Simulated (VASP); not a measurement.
Write the native input for VASP 6.6.1 that does the following.

```
Task                   : single point
Functional             : LDA
Potentials or basis    : VASP PAW LDA potentials, release 64 (Ti_sv, N)
Cutoff                 : 520 eV
k mesh                 : 9 × 9 × 9
Occupations            : fermi-dirac, width 0.15 eV
Spin                   : no spin polarisation
Dipole correction      : no
Further INCAR settings : ALGO = Normal; EDIFF = 1e-06; NBANDS = 16
```

The structure of TiN (Osbornite) lies in POSCAR:

```
TiN
1.0
    0.0000000000      2.1740634186      2.1740634186
    2.1740634186      0.0000000000      2.1740634186
    2.1740634186      2.1740634186      0.0000000000
Ti N
1 1
Direct
    0.0000000000      0.0000000000      0.0000000000
    0.5000000000      0.5000000000      0.5000000000
```

These files were run (other wordings do the same):

INCAR

```
PREC = Accurate
ENCUT = 520
EDIFF = 1E-6
ISMEAR = -1
SIGMA = 0.15
LREAL = F
LASPH = T
NELM = 60
ALGO = Normal
ISIF = 2
LWAVE = F
LCHARG = F
GGA = CA
NBANDS = 16
```

KPOINTS

```
Automatic mesh
0
Gamma
  9 9 9
```

Potentials or basis: VASP PAW LDA potentials, release 64 (Ti_sv, N).

Command:

```bash
$ cat potpaw_LDA.64/Ti_sv/POTCAR potpaw_LDA.64/N/POTCAR > POTCAR
$ mpirun -np 1 vasp_std > vasp.out
```

Results of the run:

The pressure is -29.5 GPa.

Wall time 6.9 s on 1 thread of Intel(R) Xeon(R) Platinum 8375C CPU @ 2.90GHz (Ice Lake) (shared host), peak memory 0.13 GiB.
